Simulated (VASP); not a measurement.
# In3AgO4 (P-43m) in VASP: notebook, part 2 of 2

VASP 6.6.1. Earlier steps stand in the parts before.

## (3) Relaxation of cell and atoms, PBE

This run uses another cell than the first one, of 17.58 Å³/atom.

Input file INCAR:

```
SYSTEM = In3AgO4
PREC = Accurate
ENCUT = 600
EDIFF = 1E-6
ISMEAR = 0
SIGMA = 0.1
LREAL = .False.
LASPH = .True.
NELM = 80
ALGO = Normal
ISIF = 3
LWAVE = .False.
LCHARG = .False.
GGA = PE
IBRION = 2
NSW = 90
EDIFFG = -0.04
```

Input file KPOINTS:

```
regular mesh
0
Gamma
  4 4 4
  0 0 0
```

Input file POSCAR:

```
In3AgO4
1.0
    5.2007734106      0.0000000000      0.0000000000
    0.0000000000      5.2007734106      0.0000000000
    0.0000000000      0.0000000000      5.2007734106
In Ag O
3 1 4
Direct
    0.5000000000      0.0000000000      0.0000000000
    0.0000000000      0.5000000000      0.0000000000
    0.0000000000      0.0000000000      0.5000000000
    0.0000000000      0.0000000000      0.0000000000
    0.2350000000      0.2350000000      0.2350000000
    0.2350000000      0.7650000000      0.7650000000
    0.7650000000      0.7650000000      0.2350000000
    0.7650000000      0.2350000000      0.7650000000
```

Potentials or basis: VASP PAW PBE potentials, release 64 (In_d, Ag, O).

Started as:

```bash
$ cat potpaw_PBE.64/In_d/POTCAR potpaw_PBE.64/Ag/POTCAR potpaw_PBE.64/O/POTCAR > POTCAR
$ mpirun -np 1 vasp_std > vasp.out
```

OUTCAR:

```text
SYSTEM = In3AgO4
   PREC = Accurate
   ENCUT = 600
   EDIFF = 1E-6
   ISMEAR = 0
   LREAL = .False.
   LASPH = .True.
   NELM = 80
   ISIF = 3
   GGA = PE
   IBRION = 2
   NSW = 90
   EDIFFG = -0.04

 ion  position               nearest neighbor table
   1  0.500  0.000  0.000-   5 2.21   6 2.21   7 2.21   8 2.21   4 2.60   4 2.60   2 3.68   3 3.68
                             2 3.68   2 3.68   3 3.68   3 3.68   3 3.68   2 3.68
   2  0.000  0.500  0.000-   5 2.21   6 2.21   7 2.21   8 2.21   4 2.60   4 2.60   1 3.68   3 3.68
                             1 3.68   3 3.68   3 3.68   3 3.68   1 3.68   1 3.68
   3  0.000  0.000  0.500-   5 2.21   6 2.21   7 2.21   8 2.21   4 2.60   4 2.60   1 3.68   1 3.68
                             2 3.68   2 3.68   2 3.68   2 3.68   1 3.68   1 3.68
   4  0.000  0.000  0.000-   5 2.12   6 2.12   7 2.12   8 2.12   2 2.60   3 2.60   1 2.60   3 2.60
                             2 2.60   1 2.60
   5  0.235  0.235  0.235-   4 2.12   2 2.21   3 2.21   1 2.21
   6  0.235  0.765  0.765-   4 2.12   2 2.21   3 2.21   1 2.21
   7  0.765  0.765  0.235-   4 2.12   2 2.21   3 2.21   1 2.21
   8  0.765  0.235  0.765-   4 2.12   2 2.21   3 2.21   1 2.21

  LATTYP: Found a simple cubic cell.
 ALAT       =     5.2007734106

  Lattice vectors:

 A1 = (   5.2007734106,   0.0000000000,   0.0000000000)
 A2 = (   0.0000000000,   5.2007734106,   0.0000000000)
 A3 = (   0.0000000000,   0.0000000000,   5.2007734106)

Analysis of symmetry for initial positions (statically):
=====================================================================
 Subroutine PRICEL returns:
 Original cell was already a primitive cell.

 Routine SETGRP: Setting up the symmetry group for a
 simple cubic supercell.

 Subroutine GETGRP returns: Found 24 space group operations
 (whereof 24 operations were pure point group operations)
 out of a pool of 48 trial point group operations.

The static configuration has the point symmetry T_d .

Analysis of symmetry for dynamics (positions and initial velocities):
=====================================================================
 Subroutine PRICEL returns:
 Original cell was already a primitive cell.

 Routine SETGRP: Setting up the symmetry group for a
 simple cubic supercell.

 Subroutine GETGRP returns: Found 24 space group operations
 (whereof 24 operations were pure point group operations)
 out of a pool of 48 trial point group operations.

[... 107 lines left out ...]
   PSTRESS=    0.0 pullay stress
   NELECT =      74.0000    total number of electrons
   NUPDOWN=      -1.0000    fix difference up-down
   EMIN   =  10.00;   EMAX   =-10.00  energy-range for DOS
   EFERMI =   0.00;   METHOD = LEGACY
   ISMEAR =     0;   SIGMA  =   0.10  broadening in eV -4-tet -1-fermi 0-gaus
   EFERMI_NEDOS =   21; number of points for ismear=-14 and -15
   IALGO  =     38    algorithm
   IMIX   =      4    mixing-type and parameters
     AMIX     =   0.40;   BMIX     =  1.00
     AMIX_MAG =   1.60;   BMIX_MAG =  1.00
  volume/ion in A,a.u.               =      17.58       118.66
  Fermi-wavevector in a.u.,A,eV,Ry     =   1.321552  2.497370 23.762558  1.746499
  Thomas-Fermi vector in A             =   2.451297
   LORBIT       =      0    0 simple, 1 ext, 2 COOP (PROOUT), +10 PAW based schemes
   GGA     = PE    functional components
   LHFCALC =     F    Hartree Fock is set to
   AEXX    =    0.0000 exact exchange contribution
   IVDW    =     0    specifies the selected vdW correction
   LEPSILON=     F    determine dielectric tensor
   LRPA    =     F    only Hartree local field effects (RPA)
 conjugate gradient relaxation of ions
 non-spin polarized calculation
 Gauss-broadening in eV      SIGMA  =   0.10
  energy-cutoff  :      600.00
  volume of cell :      140.67
 maximum number of plane-waves:      4713
 NGX is ok and might be reduce to    42
   NGX = 21   NGY = 21   NGZ = 21

--------------------------------------- Ionic step        1  -------------------------------------------

 number of electron      74.0000016 magnetization

 Free energy of the ion-electron system (eV)
  ---------------------------------------------------
  ext. energy  EPLUGINS =         0.00000000
  ---------------------------------------------------
  free energy    TOTEN  =       -33.63601794 eV

  energy without entropy =      -33.62204352  energy(sigma->0) =      -33.62903073

 E-fermi :   5.9007     XC(G=0):  -9.6053

 val. band max:        5.7907195911   @ k =   0.5000   0.0000   0.0000
 cond. band min:       5.9104191943   @ k =   0.5000   0.5000   0.2500
 fundamental gap:      0.1196996032
 Fermi energy:         5.9006891938

 k-point     1 :       0.0000    0.0000    0.0000
  band No.  band energies     occupation
      1     -13.8596      2.00000
      2     -13.5967      2.00000
      3     -13.5967      2.00000
      4     -13.5967      2.00000
      5      -9.6289      2.00000
      6      -9.5520      2.00000
[... 710 lines left out ...]
--------------------------------------- Ionic step        7  -------------------------------------------

 number of electron      73.9999927 magnetization

 Free energy of the ion-electron system (eV)
  ---------------------------------------------------
  ext. energy  EPLUGINS =         0.00000000
  ---------------------------------------------------
  free energy    TOTEN  =       -34.82374047 eV

  energy without entropy =      -34.80428397  energy(sigma->0) =      -34.81401222

 E-fermi :   4.2715     XC(G=0):  -9.0628

 val. band max:        4.2419362925   @ k =   0.5000   0.0000   0.0000
 cond. band min:       4.3016080296   @ k =   0.5000   0.5000   0.2500
 fundamental gap:      0.0596717371
 Fermi energy:         4.2715317177

 k-point     1 :       0.0000    0.0000    0.0000
  band No.  band energies     occupation
      1     -14.1872      2.00000
      2     -14.0361      2.00000
      3     -14.0361      2.00000
      4     -14.0361      2.00000
      5     -10.7769      2.00000
      6     -10.6941      2.00000
[... 494 lines left out ...]
  FREE ENERGIE OF THE ION-ELECTRON SYSTEM (eV)
  ---------------------------------------------------
  free  energy   TOTEN  =       -34.8237404730 eV

  energy  without entropy=      -34.8042839675  energy(sigma->0) =      -34.81401222

 reached required accuracy - stopping structural energy minimisation
```

OSZICAR:

```text
N       E                     dE             d eps       ncg     rms          rms(c)
DAV:   1     0.100238880435E+04    0.10024E+04   -0.38347E+04   888   0.234E+03
DAV:   2     0.141397976943E+03   -0.86099E+03   -0.83428E+03   940   0.609E+02
DAV:   3    -0.268430208481E+02   -0.16824E+03   -0.16404E+03  1008   0.254E+02
DAV:   4    -0.415986480706E+02   -0.14756E+02   -0.14490E+02  1112   0.752E+01
[... 74 lines left out ...]
DAV:   5    -0.348237368659E+02   -0.10755E-04   -0.16673E-04   944   0.941E-02    0.619E-02
DAV:   6    -0.348237317482E+02    0.51177E-05   -0.98732E-06   944   0.190E-02    0.467E-02
DAV:   7    -0.348237365143E+02   -0.47661E-05   -0.22455E-05   976   0.298E-02    0.151E-02
DAV:   8    -0.348237403261E+02   -0.38119E-05   -0.66049E-06   972   0.157E-02    0.132E-02
DAV:   9    -0.348237404730E+02   -0.14689E-06   -0.45295E-06   736   0.129E-02
   7 F= -.34823740E+02 E0= -.34814012E+02  d E =-.131637E-02
```

Run time: 8.4 min. Hardware: 1 thread of AMD EPYC 7R43 (Zen 3), shared host; peak memory 0.26 GiB.

Results:

```
Free energy                           : -34.8237 eV
Relaxed volume                        : 19.88 Å³/atom
Relaxed cell                          : a = 5.418 Å, b = 5.418 Å, c = 5.418 Å, α = 90.00°, β = 90.00°, γ = 90.00°
Space group after relaxing (to 0.1 Å) : P-43m (No. 215)
Energy gained by relaxing             : 148.5 meV/atom
Ionic steps                           : 7
Pressure after relaxing               : 0.2 GPa
Largest force after relaxing          : 0.036 eV/Å
Band gap on the k mesh                : zero (bands 37 and 38 overlap by 0.28 eV)
```

Forces in eV/Å, atoms in the order of the input:
```
In   0.000  0.000  0.000
In   0.000  0.000  0.000
In   0.000  0.000  0.000
Ag   0.000  0.000  0.000
O    0.021  0.021  0.021
O    0.021 -0.021 -0.021
O   -0.021 -0.021  0.021
O   -0.021  0.021 -0.021
```

The path:
| step | energy change (eV) | largest force (eV/Å) | pressure (GPa) | volume (Å³) |
| --- | --- | --- | --- | --- |
| 1 | 0.0000 | 2.4360 | 17.04 | 140.67 |
| 2 | -0.3643 | 1.2648 | -8.31 | 182.29 |
| 3 | -1.1859 | 0.0070 | -0.40 | 160.76 |
| 4 | -1.1866 | 0.0414 | -0.16 | 160.34 |
| 5 | -1.1864 | 0.0758 | 0.07 | 159.93 |
| 6 | -1.1869 | 0.0662 | 0.09 | 159.72 |
| 7 | -1.1877 | 0.0361 | 0.16 | 159.07 |

Final structure:
```
In Ag O
1.0
     5.41825    0.00000    0.00000
     0.00000    5.41825    0.00000
     0.00000    0.00000    5.41825
In Ag O
3 1 4
Direct
  0.50000 0.00000 0.00000
  0.00000 0.50000 0.00000
  0.00000 0.00000 0.50000
  0.00000 0.00000 0.00000
  0.24280 0.24280 0.24280
  0.24280 0.75720 0.75720
  0.75720 0.75720 0.24280
  0.75720 0.24280 0.75720
```

Caveat: spin-orbit coupling is left out, which moves the levels of the heavy elements.

The gap in the log of VASP goes by the Fermi energy; the results here count the filled bands.